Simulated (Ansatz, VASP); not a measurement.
**AlN: VASP beside Ansatz**

```
Al N
1.0
     0.00000    2.18869    2.18869
     2.18869    0.00000    2.18869
     2.18869    2.18869    0.00000
Al N
1 1
Cartesian
  0.0000 0.0000 0.0000
  1.0943 1.0943 1.0943
```

Alike in both runs: functional PBEsol; k mesh 10 × 10 × 10; occupations gaussian, width 0.02 eV; no spin polarisation.

Ansatz relaxed the structure, and its values are those at the end. VASP's run is a single point on that final structure, the one shown.

```csv
,VASP,Ansatz
version,VASP 6.6.1,Ansatz 0.2.0
potentials or method,"VASP PAW PBE potentials, release 64 (Al, N), cutoff 600 eV","scalar-relativistic, plane waves, PAW"
valence electrons in the cell,8,8
```

```csv
,VASP,Ansatz,Ansatz less VASP
gap on the k mesh at the Fermi level (eV),3.18,3.19,+0.007
least direct gap on the mesh (eV),4.08,4.06,-0.016
pressure (GPa),-0.1,0.0,+0.12
```

VASP's potentials were made for PBE, not for PBEsol, and Ansatz warns of the same on its side. With one functional, cell and mesh, what is left measures potentials, basis and numerics.
